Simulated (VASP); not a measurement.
# Al3O2 (P4/mmm) in VASP: a series of runs

The runs below take Al3O2 through single point, relaxation of cell and atoms, with PBE.

Program: VASP 6.6.1. These are calculated values, not measurements. Logs are shortened: lines on timing, memory, paths and dates and some standing lists are left out, and cuts for length are marked.

## (1) The cell of the first run

It takes space group P4/mmm (No. 123, tetragonal). The conventional cell has a = 4.800 Å, b = 4.800 Å, c = 3.671 Å, α = 90.00°, β = 90.00°, γ = 90.00°. Al (site symmetry mmm) has 2 Al at 2.40 Å and 6 O at 2.40 to 3.02 Å within 3.2 Å. Within 3.2 Å of Al (site symmetry 4/mmm) lie 4 Al at 2.40 Å. O (site symmetry 4/mmm) has 2 O at 1.84 Å within 2.4 Å. O (site symmetry 4/mmm) has 2 O at 1.84 Å and 4 Al at 2.40 Å within 2.4 Å.

## (2) Single point, PBE

File INCAR:

```
  ALGO = Normal
  EDIFF = 1E-6
  ENCUT = 520
  GGA = PE
  ISIF = 2
  ISMEAR = 0
  LASPH = T
  LCHARG = F
  LREAL = F
  LWAVE = F
  NBANDS = 18
  NELM = 60
  PREC = Accurate
  SIGMA = 0.1
```

File KPOINTS:

```
k-points
0
Gamma
  8 8 10
```

File POSCAR:

```
Al3O2
1.0
    4.7997625929      0.0000000000      0.0000000000
    0.0000000000      4.7997625929      0.0000000000
    0.0000000000      0.0000000000      3.6712666334
Al O
3 2
Direct
    0.0000000000      0.5000000000      0.0000000000
    0.5000000000      0.0000000000      0.0000000000
    0.0000000000      0.0000000000      0.0000000000
    0.5000000000      0.5000000000      0.5000000000
    0.5000000000      0.5000000000      0.0000000000
```

Potentials or basis: VASP PAW PBE potentials, release 64 (Al, O).

Run with:

```
$ cat potpaw_PBE.64/Al/POTCAR potpaw_PBE.64/O/POTCAR > POTCAR
$ mpirun -np 1 vasp_std > vasp.out
```

OUTCAR:

```text
EDIFF = 1E-6
   ENCUT = 520
   GGA = PE
   ISIF = 2
   ISMEAR = 0
   LASPH = T
   LREAL = F
   NELM = 60
   PREC = Accurate

 ion  position               nearest neighbor table
   1  0.000  0.500  0.000-   3 2.40   5 2.40   3 2.40   5 2.40
   2  0.500  0.000  0.000-   3 2.40   5 2.40   5 2.40   3 2.40
   3  0.000  0.000  0.000-   1 2.40   2 2.40   1 2.40   2 2.40
   4  0.500  0.500  0.500-   5 1.84   5 1.84
   5  0.500  0.500  0.000-   4 1.84   4 1.84   1 2.40   2 2.40   2 2.40   1 2.40

  LATTYP: Found a simple tetragonal cell.
 ALAT       =     4.7997625929
 C/A-ratio  =     0.7648850464

  Lattice vectors:

 A1 = (   4.7997625929,   0.0000000000,   0.0000000000)
 A2 = (   0.0000000000,   4.7997625929,   0.0000000000)
 A3 = (   0.0000000000,   0.0000000000,   3.6712666334)

Analysis of symmetry for initial positions (statically):
=====================================================================
 Subroutine PRICEL returns:
 Original cell was already a primitive cell.

 Routine SETGRP: Setting up the symmetry group for a
 simple tetragonal supercell.

 Subroutine GETGRP returns: Found 16 space group operations
 (whereof 16 operations were pure point group operations)
 out of a pool of 16 trial point group operations.

The static configuration has the point symmetry D_4h.

Analysis of symmetry for dynamics (positions and initial velocities):
=====================================================================
 Subroutine PRICEL returns:
 Original cell was already a primitive cell.

 Routine SETGRP: Setting up the symmetry group for a
 simple tetragonal supercell.

 Subroutine GETGRP returns: Found 16 space group operations
 (whereof 16 operations were pure point group operations)
 out of a pool of 16 trial point group operations.

The dynamic configuration has the point symmetry D_4h.

 Subroutine INISYM returns: Found 16 space group operations
 (whereof 16 operations are pure point group operations),
 and found     1 'primitive' translations

----------------------------------------------------------------------------------------

                                     Primitive cell

  volume of cell :      84.5776

  direct lattice vectors                    reciprocal lattice vectors
     4.799762593  0.000000000  0.000000000     0.208343638  0.000000000  0.000000000
     0.000000000  4.799762593  0.000000000     0.000000000  0.208343638  0.000000000
     0.000000000  0.000000000  3.671266633     0.000000000  0.000000000  0.272385555

  length of vectors
     4.799762593  4.799762593  3.671266633     0.208343638  0.208343638  0.272385555

  position of ions in fractional coordinates (direct lattice)
     0.000000000  0.500000000  0.000000000
     0.500000000  0.000000000  0.000000000
     0.000000000  0.000000000  0.000000000
     0.500000000  0.500000000  0.500000000
     0.500000000  0.500000000  0.000000000

  ion indices of the primitive-cell ions
   primitive index   ion index
                 1           1
                 2           2
                 3           3
                 4           4
                 5           5

----------------------------------------------------------------------------------------

 KPOINTS: k-points

Automatic generation of k-mesh.
 Grid dimensions read from file:
 generate k-points for:    8    8   10

 Generating k-lattice:

  Cartesian coordinates                     Fractional coordinates (reciprocal lattice)
     0.026042955  0.000000000  0.000000000     0.125000000  0.000000000  0.000000000
     0.000000000  0.026042955  0.000000000     0.000000000  0.125000000  0.000000000
     0.000000000  0.000000000  0.027238556     0.000000000  0.000000000  0.100000000

  Length of vectors
     0.026042955  0.026042955  0.027238556

  Shift w.r.t. Gamma in fractional coordinates (k-lattice)
     0.000000000  0.000000000  0.000000000

 Subroutine IBZKPT returns following result:
 ===========================================

 Found     90 irreducible k-points:

 Following reciprocal coordinates:
            Coordinates               Weight
  0.000000  0.000000  0.000000      1.000000
  0.125000  0.000000  0.000000      4.000000
  0.250000  0.000000  0.000000      4.000000
  0.375000  0.000000  0.000000      4.000000
  0.500000  0.000000  0.000000      2.000000
  0.125000  0.125000  0.000000      4.000000
[... 16 lines left out ...]
  0.375000  0.125000  0.100000     16.000000
  0.500000  0.125000  0.100000      8.000000
 [... further k-points ...]
   k-points           NKPTS =     90   k-points in BZ     NKDIM =     90   number of bands    NBANDS=     18
   number of dos      NEDOS =    301   number of ions     NIONS =      5
   total plane-waves  NPLWV =  36288
   dimension x,y,z NGX =    36 NGY =   36 NGZ =   28
   dimension x,y,z NGXF=    72 NGYF=   72 NGZF=   56
   ions per type =               3   2
   NGX,Y,Z   is equivalent  to a cutoff of  12.47, 12.47, 12.68 a.u.
   NGXF,Y,Z  is equivalent  to a cutoff of  24.94, 24.94, 25.36 a.u.
 SYSTEM =  unknown system
   PREC   = accura    normal or accurate (medium, high low for compatibility)
   ISTART =      0    job   : 0-new  1-cont  2-samecut
   ICHARG =      2    charge: 1-file 2-atom 10-const
   ISPIN  =      1    spin polarized calculation?
   LNONCOLLINEAR =      F non collinear calculations
   LSORBIT =      F    spin-orbit coupling
   LASPH  =      T    aspherical Exc in radial PAW
   ENCUT  =  520.0 eV  38.22 Ry    6.18 a.u.   8.92  8.92  6.83*2*pi/ulx,y,z
   NELM   =     60;   NELMIN=  2; NELMDL= -5     # of ELM steps
   EDIFF  = 0.1E-05   stopping-criterion for ELM
   LREAL  =      F    real-space projection
[... 7 lines left out ...]
   TEBEG  =    0.0;   TEEND  =   0.0 temperature during run
   PSTRESS=    0.0 pullay stress
   NELECT =      21.0000    total number of electrons
   NUPDOWN=      -1.0000    fix difference up-down
   EMIN   =  10.00;   EMAX   =-10.00  energy-range for DOS
   EFERMI =   0.00;   METHOD = LEGACY
   ISMEAR =     0;   SIGMA  =   0.10  broadening in eV -4-tet -1-fermi 0-gaus
   EFERMI_NEDOS =   21; number of points for ismear=-14 and -15
   IALGO  =     38    algorithm
   IMIX   =      4    mixing-type and parameters
     AMIX     =   0.40;   BMIX     =  1.00
     AMIX_MAG =   1.60;   BMIX_MAG =  1.00
  volume/ion in A,a.u.               =      16.92       114.15
  Fermi-wavevector in a.u.,A,eV,Ry     =   1.028954  1.944442 14.405129  1.058747
  Thomas-Fermi vector in A             =   2.162977
   LORBIT       =      0    0 simple, 1 ext, 2 COOP (PROOUT), +10 PAW based schemes
   GGA     = PE    functional components
   LHFCALC =     F    Hartree Fock is set to
   AEXX    =    0.0000 exact exchange contribution
   IVDW    =     0    specifies the selected vdW correction
   LEPSILON=     F    determine dielectric tensor
   LRPA    =     F    only Hartree local field effects (RPA)
 non-spin polarized calculation
 Gauss-broadening in eV      SIGMA  =   0.10
  energy-cutoff  :      520.00
  volume of cell :       84.58
 maximum number of plane-waves:      2320
 NGX is ok and might be reduce to    36
   NGX = 17   NGY = 17   NGZ = 13

 number of electron      20.9999989 magnetization

 Free energy of the ion-electron system (eV)
  ---------------------------------------------------
  ext. energy  EPLUGINS =         0.00000000
  ---------------------------------------------------
  free energy    TOTEN  =       -19.20514555 eV

  energy without entropy =      -19.19799563  energy(sigma->0) =      -19.20157059

 E-fermi :   3.7439     XC(G=0):  -9.2739

 val. band max:        3.7398714444   @ k =   0.1250   0.1250   0.0000
 cond. band min:       3.7526703115   @ k =   0.0000   0.0000   0.4000
 fundamental gap:      0.0127988671
 Fermi energy:         3.7438916738

 k-point     1 :       0.0000    0.0000    0.0000
  band No.  band energies     occupation
      1     -15.4253      2.00000
      2     -10.3128      2.00000
      3      -3.6663      2.00000
      4      -2.5900      2.00000
      5      -1.2030      2.00000
      6      -1.2030      2.00000
[... 10 lines left out ...]
     17      10.7308      0.00000
     18      11.8757      0.00000

 k-point     2 :       0.1250    0.0000    0.0000
  band No.  band energies     occupation
      1     -15.4224      2.00000
      2     -10.3121      2.00000
      3      -3.7009      2.00000
      4      -2.5875      2.00000
      5      -1.2231      2.00000
      6      -1.1671      2.00000
[... 10 lines left out ...]
     17      10.3335      0.00000
     18      11.3974      0.00000

 k-point     3 :       0.2500    0.0000    0.0000
  band No.  band energies     occupation
      1     -15.4153      2.00000
      2     -10.3100      2.00000
      3      -3.7922      2.00000
      4      -2.5813      2.00000
      5      -1.1859      2.00000
      6      -1.0742      2.00000
[... 10 lines left out ...]
     17       9.6771      0.00000
     18      10.3990      0.00000

 k-point     4 :       0.3750    0.0000    0.0000
  band No.  band energies     occupation
      1     -15.4081      2.00000
      2     -10.3077      2.00000
      3      -3.8913      2.00000
      4      -2.5751      2.00000
      5      -1.0125      2.00000
      6      -0.9706      2.00000
[... 375 lines left out ...]
      4      -2.2227      2.00000
      5      -1.6550      2.00000
      6      -0.4383      2.00000
[... 10 lines left out ...]
     17      10.4092      0.00000
     18      10.8360      0.00000

 k-point    23 :       0.3750    0.1250    0.1000
  band No.  band energies     occupation
      1     -15.3323      2.00000
      2     -10.5455      2.00000
      3      -3.7316      2.00000
      4      -2.2165      2.00000
      5      -1.6423      2.00000
      6      -0.1828      2.00000
[... 10 lines left out ...]
     17      10.1179      0.00000
     18      10.9124      0.00000

 k-point    24 :       0.5000    0.1250    0.1000
  band No.  band energies     occupation
      1     -15.3293      2.00000
      2     -10.5445      2.00000
      3      -3.7629      2.00000
      4      -2.2139      2.00000
      5      -1.5895      2.00000
      6       0.0624      2.00000
[... 10 lines left out ...]
     17      10.0738      0.00000
     18      11.0083      0.00000

 [... further k-points ...]

------------------------ aborting loop because EDIFF is reached ----------------------------------------

  FORCE on cell =-STRESS in cart. coord.  units (eV):
  Direction    XX          YY          ZZ          XY          YZ          ZX
  --------------------------------------------------------------------------------------
  -------------------------------------------------------------------------------------
  Total       -0.0432779     -0.0432779     -0.0385457      0.0000000      0.0000000     -0.0000000
  in kB       -0.8198260     -0.8198260     -0.7301811      0.0000000      0.0000000     -0.0000000
  external PRESSURE =      -0.7899444 kB  Pullay stress =       0.0000000 kB

 VOLUME and BASIS-vectors are now :
 -----------------------------------------------------------------------------
  energy-cutoff  :      520.00
  volume of cell :       84.58
      direct lattice vectors                 reciprocal lattice vectors
     4.799762593  0.000000000  0.000000000     0.208343638  0.000000000  0.000000000
     0.000000000  4.799762593  0.000000000     0.000000000  0.208343638  0.000000000
     0.000000000  0.000000000  3.671266633     0.000000000  0.000000000  0.272385555

 POSITION                                       TOTAL-FORCE (eV/Angst)
 -----------------------------------------------------------------------------------
      0.00000      2.39988      0.00000         0.000000      0.000000      0.000000
      2.39988      0.00000      0.00000         0.000000      0.000000      0.000000
      0.00000      0.00000      0.00000         0.000000      0.000000      0.000000
      2.39988      2.39988      1.83563         0.000000      0.000000      0.000000
      2.39988      2.39988      0.00000         0.000000      0.000000      0.000000
 -----------------------------------------------------------------------------------
    total drift:                                0.000000      0.000000      0.000000

  FREE ENERGIE OF THE ION-ELECTRON SYSTEM (eV)
  ---------------------------------------------------
  free  energy   TOTEN  =       -19.2051455530 eV

  energy  without entropy=      -19.1979956309  energy(sigma->0) =      -19.20157059
```

It took 40 s on 1 thread of Intel Xeon 6975P-C (Granite Rapids), shared host; peak memory 0.25 GiB.

What came out:

```yaml
Free_energy: -19.2051 eV
Pressure: -0.1 GPa
```

Caveat: an odd number of electrons without spin polarisation forces a metal; a magnetic or distorted state may lie lower.

## (3) Relaxation of cell and atoms, PBE

This run uses another cell than the first one, of 17.14 Å³/atom, 1.013 times its volume.

File INCAR:

```
ALGO     = Normal         # electronic algorithm
EDIFF    = 1E-7           # SCF threshold, eV
EDIFFG   = -0.01          # ionic threshold
ENCUT    = 600            # plane-wave cutoff, eV
GGA      = PE             # functional
IBRION   = 2              # ionic algorithm
ISIF     = 3              # what is computed and relaxed
ISMEAR   = 0              # smearing method
LASPH    = T              # aspherical terms in the spheres
LCHARG   = F              # write CHGCAR
LREAL    = F              # projectors in reciprocal space
LWAVE    = F              # write WAVECAR
NELM     = 100            # most SCF steps
NSW      = 100            # ionic steps
PREC     = Accurate       # precision mode
SIGMA    = 0.1            # smearing width, eV
```

KPOINTS is that of step 2.

POSCAR: that of step 2 with these lines changed.

```diff
@@ -2,5 +2,5 @@
 1.0
-    4.7997625929      0.0000000000      0.0000000000
-    0.0000000000      4.7997625929      0.0000000000
-    0.0000000000      0.0000000000      3.6712666334
+    4.7910060130      0.0000000000      0.0000000000
+    0.0000000000      4.7910060130      0.0000000000
+    0.0000000000      0.0000000000      3.7339348102
 Al O
```

Potentials or basis: VASP PAW PBE potentials, release 64 (Al, O).

Run with:

```
$ cat potpaw_PBE.64/Al/POTCAR potpaw_PBE.64/O/POTCAR > POTCAR
$ mpirun -np 1 vasp_std > vasp.out
```

It took 2.5 min on 1 thread of Intel Xeon 6975P-C (Granite Rapids), shared host; peak memory 0.28 GiB.

The run converged. Its results:

```yaml
Free_energy: -19.2091 eV
Relaxed_volume: 16.86 Å³/atom
Relaxed_cell: a = 4.796 Å, b = 4.796 Å, c = 3.666 Å, α = 90.00°, β = 90.00°, γ = 90.00°
Space_group_after_relaxing_to_0.05_Å: P4/mmm (No. 123)
Energy_gained_by_relaxing: 2.6 meV/atom
Ionic_steps: 5
Pressure_after_relaxing: 0.1 GPa
```

Step by step:
```csv
step,energy change (eV),largest force (eV/Å),pressure (GPa),volume (Å³)
1,0.0000,0.0000,-0.60,85.71
2,-0.0124,0.0000,-0.35,84.91
3,-0.0129,0.0000,-0.28,84.73
4,-0.0129,0.0000,-0.27,84.71
5,-0.0132,0.0000,0.08,84.31
```

Final structure:
```yaml
crystal:
  lattice:
    - [4.79576, 0.00000, 0.00000]
    - [0.00000, 4.79576, 0.00000]
    - [0.00000, 0.00000, 3.66572]
  atoms:
    - { symbol: Al, position: [0.00000, 0.50000, 0.00000] }
    - { symbol: Al, position: [0.50000, 0.00000, 0.00000] }
    - { symbol: Al, position: [0.00000, 0.00000, 0.00000] }
    - { symbol: O, position: [0.50000, 0.50000, 0.50000] }
    - { symbol: O, position: [0.50000, 0.50000, 0.00000] }
```

Levels at points of the mesh, in eV from the Fermi level:
| k point | band 6 | band 7 | band 8 | band 9 | band 10 | band 11 | band 12 | band 13 | band 14 |
| --- | --- | --- | --- | --- | --- | --- | --- | --- | --- |
| (0.00, 0.00, 0.00) | -4.97 | -2.18 | -0.65 | -0.65 | -0.10 | -0.10 | 2.40 | 2.81 | 4.91 |
| (0.50, 0.00, 0.00) | -4.62 | -3.37 | -1.52 | -0.27 | -0.11 | 0.77 | 3.15 | 4.36 | 4.90 |
| (0.50, 0.50, 0.00) | -5.96 | -1.44 | -1.44 | -0.24 | -0.24 | 1.85 | 4.30 | 4.43 | 4.91 |
| (0.00, 0.00, 0.50) | -2.36 | -1.78 | -1.78 | -0.71 | -0.61 | -0.25 | 0.10 | 0.10 | 2.13 |
| (0.50, 0.00, 0.50) | -3.04 | -2.38 | -1.71 | -0.86 | -0.71 | -0.23 | -0.03 | 0.48 | 2.01 |
| (0.50, 0.50, 0.50) | -2.51 | -2.51 | -0.74 | -0.62 | -0.62 | -0.61 | -0.27 | 1.90 | 1.90 |

Caveat: an odd number of electrons without spin polarisation forces a metal; a magnetic or distorted state may lie lower.
